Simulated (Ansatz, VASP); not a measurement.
**SrO: VASP beside Ansatz**

POSCAR

```
SrO
1.0
    4.2754662700      0.0000000000      0.0000000000
   -2.1377331300      3.7026624000      0.0000000000
    0.0000000000      0.0000000000      5.1555949900
Sr O
2 2
Direct
    0.3333333333      0.6666666667      0.9381277000
    0.6666666667      0.3333333333      0.4381277000
    0.3333333333      0.6666666667      0.4368723000
    0.6666666667      0.3333333333      0.9368723000
```

Contents of INCAR.step1:

```
PREC = Accurate ; ENCUT = 600
ISMEAR = 0 ; SIGMA = 0.01
LREAL = False ; LASPH = True
NELM = 80 ; GGA = PE
ALGO = Normal ; EDIFF = 1E-4
LWAVE = True ; LCHARG = False
```

INCAR.step2

```
PREC = Accurate ; ENCUT = 600
EDIFF = 1E-7 ; ISMEAR = 0
SIGMA = 0.01 ; LREAL = False
LASPH = True ; NELM = 80
ALGO = Normal ; ISIF = 3
LWAVE = False ; LCHARG = False
METAGGA = R2SCAN ; LMIXTAU = True
IVDW = 13 ; VDW_S6 = 1.0
VDW_S8 = 0.6018749 ; VDW_A1 = 0.51559235
VDW_A2 = 5.77342911 ; IBRION = 2
NSW = 80 ; EDIFFG = -0.01
ISTART = 1
```

File KPOINTS:

```
Automatic mesh
0
Gamma
  6 6 4
```

Input for Ansatz:

```yaml
crystal:
  lattice:
    - [4.27546627, 0.0, 0.0]
    - [-2.13773313, 3.7026624, 0.0]
    - [0.0, 0.0, 5.15559499]
  atoms:
    - { symbol: Sr, position: [0.3333333333333333, 0.6666666666666666, 0.9381277] }
    - { symbol: Sr, position: [0.6666666666666666, 0.3333333333333333, 0.4381277] }
    - { symbol: O, position: [0.3333333333333333, 0.6666666666666666, 0.4368723] }
    - { symbol: O, position: [0.6666666666666666, 0.3333333333333333, 0.9368723] }
kpoints:
  mp_grid:
    grid: [6, 6, 4]
hamiltonian:
  xc: r2scan
  dispersion: d4
scf:
  occupations:
    method: fixed
relax:
  cell: {}
```

Alike in both runs: task relaxation of cell and atoms; functional r2SCAN; dispersion D4; k mesh 6 × 6 × 4; no spin polarisation.

|  | VASP | Ansatz |
| --- | --- | --- |
| version | VASP 6.6.1 | Ansatz 0.2.0 |
| potentials or method | VASP PAW PBE potentials, release 64 (Sr_sv, O) | plane waves, PAW |
| plane-wave cutoff (eV) | 600 | 500 |
| occupations | gaussian, width 0.01 eV | fixed |
| valence electrons in the cell | 32 | 32 |

Ansatz gave:

| Property | Result |
| --- | --- |
| relaxed volume (Å³/atom) | 20.19 |
| relaxed length of the cell vector where the two differ most in proportion (Å) | 4.261 |

Problem. What did VASP give for the same quantities?

Solution. Relaxed volume (Å³/atom): 20.28; relaxed length of the cell vector where the two differ most in proportion (Å): 4.268.

VASP's potentials were made for PBE, not for r2SCAN.
